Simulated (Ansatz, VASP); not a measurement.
Lu3AlAs4 in VASP and in Ansatz

The input INCAR:

```
  ALGO = Normal
  EDIFF = 1E-7
  ENCUT = 520
  GGA = PE
  ISIF = 2
  ISMEAR = -1
  LASPH = T
  LCHARG = F
  LREAL = F
  LWAVE = F
  NBANDS = 59
  NELM = 80
  PREC = Accurate
  SIGMA = 0.02
```

The input KPOINTS:

```
k-points
0
Gamma
  4 4 4
```

The input POSCAR:

```
Lu3AlAs4
1.0
    5.7005904007      0.0000000000      0.0000000000
    0.0000000000      5.7005904007      0.0000000000
    0.0000000000      0.0000000000      5.7005904007
Al As Lu
1 4 3
Direct
    0.0000000000      0.0000000000      0.0000000000
    0.5000000000      0.5000000000      0.5000000000
    0.0000000000      0.0000000000      0.5000000000
    0.0000000000      0.5000000000      0.0000000000
    0.5000000000      0.0000000000      0.0000000000
    0.5000000000      0.5000000000      0.0000000000
    0.5000000000      0.0000000000      0.5000000000
    0.0000000000      0.5000000000      0.5000000000
```

Input for Ansatz:

```yaml
crystal:
  lattice:
    - [5.7005904007, 0.0, 0.0]
    - [0.0, 5.7005904007, 0.0]
    - [0.0, 0.0, 5.7005904007]
  atoms:
    - { symbol: Al, position: [0.0, 0.0, 0.0] }
    - { symbol: As, position: [0.5, 0.5, 0.5] }
    - { symbol: Lu, position: [0.5, 0.5, 0.0] }
    - { symbol: As, position: [0.0, 0.0, 0.5] }
    - { symbol: Lu, position: [0.5, 0.0, 0.5] }
    - { symbol: As, position: [0.0, 0.5, 0.0] }
    - { symbol: Lu, position: [0.0, 0.5, 0.5] }
    - { symbol: As, position: [0.5, 0.0, 0.0] }
kpoints:
  mp_grid: { grid: [4, 4, 4] }
hamiltonian:
  xc: pbe
scf:
  occupations: { method: fermi_dirac, width: 0.02 }
  n_extra_bands: 6
output:
  forces: true
  stress: true
  eigenvalues: true
```

Alike in both runs: task single point; functional PBE; k mesh 4 × 4 × 4; occupations fermi-dirac, width 0.02 eV; no spin polarisation.

|  | VASP | Ansatz |
| --- | --- | --- |
| version | VASP 6.6.1 | Ansatz 0.2.0 |
| potentials or method | VASP PAW PBE potentials, release 64 (Al, As, Lu) | plane waves, PAW |
| plane-wave cutoff (eV) | 520 | 420 |
| valence electrons in the cell | 98 | 138 |

|  | VASP | Ansatz | Ansatz less VASP |
| --- | --- | --- | --- |
| pressure (GPa) | -1.7 | -2.0 | -0.25 |

The functional is the same, so the differences come from potentials, cutoffs and numerics. VASP's potentials hold 98 valence electrons a cell and Ansatz's 138, so a difference there can come from the potentials and not from the codes.

Neither program's run includes spin-orbit coupling.
